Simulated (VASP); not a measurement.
# Mg2Si3 (R-3m) in VASP: a series of runs, part 2 of 2

VASP 6.6.1.

## (3) Relaxation of cell and atoms, PBE

INCAR reads:

```
SYSTEM = Mg2Si3
PREC     = Accurate       ! precision mode
ENCUT    = 600            ! plane-wave cutoff, eV
EDIFF    = 1E-6           ! SCF threshold, eV
ISMEAR   = 0              ! smearing method
SIGMA    = 0.1            ! smearing width, eV
LREAL    = .FALSE.        ! projectors in reciprocal space
LASPH    = .TRUE.         ! aspherical terms in the spheres
NELM     = 80             ! most SCF steps
ALGO     = Normal         ! electronic algorithm
ISIF     = 3              ! what is computed and relaxed
LWAVE    = .FALSE.        ! write WAVECAR
LCHARG   = .FALSE.        ! write CHGCAR
GGA      = PE             ! functional
IBRION   = 2              ! ionic algorithm
NSW      = 100            ! ionic steps
EDIFFG   = -0.01          ! ionic threshold
```

KPOINTS reads:

```
Automatic mesh
0
G
  12 12 12
  0 0 0
```

POSCAR reads:

```
Mg2Si3
1.0
    1.7951489417      1.0364297247      8.8787443068
   -1.7951489417      1.0364297247      8.8787443068
    0.0000000000     -2.0728594495      8.8787443068
Mg Si
2 3
Direct
    0.4030506352      0.4030506352      0.4030506352
    0.5969493648      0.5969493648      0.5969493648
    0.0000000000      0.0000000000      0.0000000000
    0.1867620391      0.1867620391      0.1867620391
    0.8132379609      0.8132379609      0.8132379609
```

Potentials or basis: VASP PAW PBE potentials, release 64 (Mg, Si).

On the command line:

```sh
$ cat potpaw_PBE.64/Mg/POTCAR potpaw_PBE.64/Si/POTCAR > POTCAR
$ mpirun -np 1 vasp_std > vasp.out
```

OUTCAR:

```text
SYSTEM = Mg2Si3
   PREC = Accurate
   ENCUT = 600
   EDIFF = 1E-6
   ISMEAR = 0
   LREAL = .FALSE.
   LASPH = .TRUE.
   NELM = 80
   ISIF = 3
   GGA = PE
   IBRION = 2
   NSW = 100
   EDIFFG = -0.01

 ion  position               nearest neighbor table
   1  0.403  0.403  0.403-   3 2.78   3 2.78   3 2.78   5 2.91   5 2.91   5 2.91
   2  0.597  0.597  0.597-   3 2.78   3 2.78   3 2.78   4 2.91   4 2.91   4 2.91
   3  0.000  0.000  0.000-   2 2.78   2 2.78   1 2.78   1 2.78   2 2.78   1 2.78
   4  0.187  0.187  0.187-   5 2.33   5 2.33   5 2.33   2 2.91   2 2.91   2 2.91
   5  0.813  0.813  0.813-   4 2.33   4 2.33   4 2.33   1 2.91   1 2.91   1 2.91

  LATTYP: Found a trigonal (rhomboedric) cell.
 ALAT       =     9.1175022217
 COS(alpha) =     0.9224683164

  Lattice vectors:

 A1 = (   1.7951489417,   1.0364297247,   8.8787443068)
 A2 = (  -1.7951489417,   1.0364297247,   8.8787443068)
 A3 = (   0.0000000000,  -2.0728594495,   8.8787443068)

Analysis of symmetry for initial positions (statically):
=====================================================================
 Subroutine PRICEL returns:
 Original cell was already a primitive cell.

 Routine SETGRP: Setting up the symmetry group for a
 trigonal (rhombohedral) supercell.

 Subroutine GETGRP returns: Found 12 space group operations
 (whereof 12 operations were pure point group operations)
 out of a pool of 12 trial point group operations.

The static configuration has the point symmetry D_3d.

Analysis of symmetry for dynamics (positions and initial velocities):
=====================================================================
 Subroutine PRICEL returns:
 Original cell was already a primitive cell.

 Routine SETGRP: Setting up the symmetry group for a
 trigonal (rhombohedral) supercell.

 Subroutine GETGRP returns: Found 12 space group operations
 (whereof 12 operations were pure point group operations)
 out of a pool of 12 trial point group operations.

The dynamic configuration has the point symmetry D_3d.

[... 145 lines left out ...]

 number of electron      16.0000000 magnetization

 Free energy of the ion-electron system (eV)
  ---------------------------------------------------
  ext. energy  EPLUGINS =         0.00000000
  ---------------------------------------------------
  free energy    TOTEN  =       -18.47301549 eV

  energy without entropy =      -18.46340107  energy(sigma->0) =      -18.46820828

------------------------ aborting loop because EDIFF is reached ----------------------------------------

  FORCE on cell =-STRESS in cart. coord.  units (eV):
  Direction    XX          YY          ZZ          XY          YZ          ZX
  --------------------------------------------------------------------------------------
  -------------------------------------------------------------------------------------
  Total       -0.1174333     -0.1174333      0.2738572      0.0000000     -0.0000000      0.0000000
  in kB       -1.8982729     -1.8982729      4.4268166      0.0000000     -0.0000000      0.0000000
  external PRESSURE =       0.2100903 kB  Pullay stress =       0.0000000 kB
[... 299 lines left out ...]
--------------------------------------- Ionic step        9  -------------------------------------------

 number of electron      16.0000000 magnetization

 Free energy of the ion-electron system (eV)
  ---------------------------------------------------
  ext. energy  EPLUGINS =         0.00000000
  ---------------------------------------------------
  free energy    TOTEN  =       -18.48057683 eV

  energy without entropy =      -18.47337508  energy(sigma->0) =      -18.47697595

 E-fermi :   4.9201     XC(G=0):  -9.3988

 val. band max:        4.9155975418   @ k =  -0.4167   0.4167   0.2500
 cond. band min:       4.9307008515   @ k =  -0.3333   0.4167   0.2500
 fundamental gap:      0.0151033097
 Fermi energy:         4.9201381992

 k-point     1 :       0.0000    0.0000    0.0000
  band No.  band energies     occupation
      1      -6.7151      2.00000
      2      -4.1546      2.00000
      3      -1.9068      2.00000
      4       1.9981      2.00000
      5       2.6723      2.00000
      6       5.5013      0.00000
      7       5.5013      0.00000
      8       8.0914      0.00000
      9       8.0914      0.00000
     10       8.5501      0.00000
     11       8.5501      0.00000
     12       9.3284      0.00000
[... 331 lines left out ...]
 k-point    24 :      -0.4167    0.1667   -0.0000
  band No.  band energies     occupation
      1      -3.4469      2.00000
      2      -2.2032      2.00000
      3      -1.5007      2.00000
      4       1.1749      2.00000
      5       1.3119      2.00000
      6       2.0922      2.00000
      7       2.7040      2.00000
      8       4.0041      2.00000
      9       4.1334      2.00000
     10       5.9978      0.00000
     11       6.8040      0.00000
     12       7.5644      0.00000

 [... further k-points ...]

------------------------ aborting loop because EDIFF is reached ----------------------------------------

  FORCE on cell =-STRESS in cart. coord.  units (eV):
  Direction    XX          YY          ZZ          XY          YZ          ZX
  --------------------------------------------------------------------------------------
  -------------------------------------------------------------------------------------
  Total        0.0070556      0.0070556     -0.0126868      0.0000000      0.0000000      0.0000000
  in kB        0.1144903      0.1144903     -0.2058659      0.0000000      0.0000000      0.0000000
  external PRESSURE =       0.0077049 kB  Pullay stress =       0.0000000 kB
[... 20 lines left out ...]
  FREE ENERGIE OF THE ION-ELECTRON SYSTEM (eV)
  ---------------------------------------------------
  free  energy   TOTEN  =       -18.4805768295 eV

  energy  without entropy=      -18.4733750791  energy(sigma->0) =      -18.47697595

 reached required accuracy - stopping structural energy minimisation
```

OSZICAR:

```text
N       E                     dE             d eps       ncg     rms          rms(c)
DAV:   1     0.318448271131E+02    0.31845E+02   -0.61715E+03  4536   0.116E+03
DAV:   2    -0.165880774928E+02   -0.48433E+02   -0.44958E+02  6036   0.134E+02
DAV:   3    -0.191384008064E+02   -0.25503E+01   -0.24717E+01  5852   0.288E+01
[... 61 lines left out ...]
       N       E                     dE             d eps       ncg     rms          rms(c)
DAV:   1    -0.184806041144E+02   -0.12587E-03   -0.34475E-03  4724   0.359E-01    0.280E-02
DAV:   2    -0.184805867762E+02    0.17338E-04   -0.17035E-04  5656   0.890E-02    0.151E-02
DAV:   3    -0.184805778096E+02    0.89665E-05   -0.20748E-05  5060   0.248E-02    0.439E-03
DAV:   4    -0.184805768295E+02    0.98015E-06   -0.13239E-06  3200   0.785E-03
   9 F= -.18480577E+02 E0= -.18476976E+02  d E =-.243876E-03
```

Wall time 1.7 h (1 thread of Intel Xeon Platinum 8488C (Sapphire Rapids), shared host); peak memory 1.2 GiB.

Results:

```yaml
Free_energy: -18.4806 eV
Relaxed_volume: 19.75 Å³/atom
Relaxed_cell: a = 9.241 Å, b = 9.241 Å, c = 9.241 Å, α = 22.19°, β = 22.19°, γ = 22.19°
Space_group_after_relaxing_to_0.1_Å: R-3m (No. 166)
Energy_gained_by_relaxing: 1.5 meV/atom
Ionic_steps: 9
Pressure_after_relaxing: 0.0 GPa
Largest_force_after_relaxing: 0.005 eV/Å
Band_gap_on_the_k_mesh: zero (bands 8 and 9 overlap by 4.55 eV)
```

Forces on the atoms (eV/Å):
```
Mg   0.000  0.000  0.005
Mg   0.000  0.000 -0.005
Si   0.000  0.000  0.000
Si   0.000  0.000  0.004
Si   0.000  0.000 -0.004
```

The path:
| step | energy change (eV) | largest force (eV/Å) | pressure (GPa) | volume (Å³) |
| --- | --- | --- | --- | --- |
| 1 | 0.0000 | 0.1051 | 0.02 | 99.12 |
| 2 | -0.0021 | 0.0894 | -0.08 | 99.15 |
| 3 | -0.0050 | 0.0854 | -0.31 | 99.24 |
| 4 | -0.0052 | 0.1240 | -0.39 | 99.27 |
| 5 | -0.0065 | 0.0937 | -0.21 | 98.98 |
| 6 | -0.0073 | 0.0507 | 0.04 | 98.58 |
| 7 | -0.0073 | 0.0414 | 0.09 | 98.50 |
| 8 | -0.0075 | 0.0254 | 0.06 | 98.59 |
| 9 | -0.0076 | 0.0048 | 0.00 | 98.74 |

Final structure:
```yaml
crystal:
  lattice:
    - [1.77858, 1.02687, 9.01026]
    - [-1.77858, 1.02687, 9.01026]
    - [0.00000, -2.05373, 9.01026]
  atoms:
    - { symbol: Mg, position: [0.40437, 0.40437, 0.40437] }
    - { symbol: Mg, position: [0.59563, 0.59563, 0.59563] }
    - { symbol: Si, position: [0.00000, 0.00000, 0.00000] }
    - { symbol: Si, position: [0.18694, 0.18694, 0.18694] }
    - { symbol: Si, position: [0.81306, 0.81306, 0.81306] }
```

Levels at points of the mesh, in eV from the Fermi level:
```csv
k point,band 4,band 5,band 6,band 7,band 8,band 9,band 10,band 11,band 12
"(0.00, 0.00, 0.00)",-2.92,-2.25,0.58,0.58,3.17,3.17,3.63,3.63,4.41
"(0.50, 0.00, 0.00)",-4.03,-3.31,-2.51,-1.52,-0.96,0.80,1.23,1.25,2.30
"(0.50, 0.50, 0.00)",-4.06,-3.21,-2.10,-1.60,-1.53,0.34,1.30,1.82,2.36
"(0.50, 0.50, 0.50)",-4.74,0.10,0.58,0.58,2.27,3.19,3.19,3.62,3.62
```
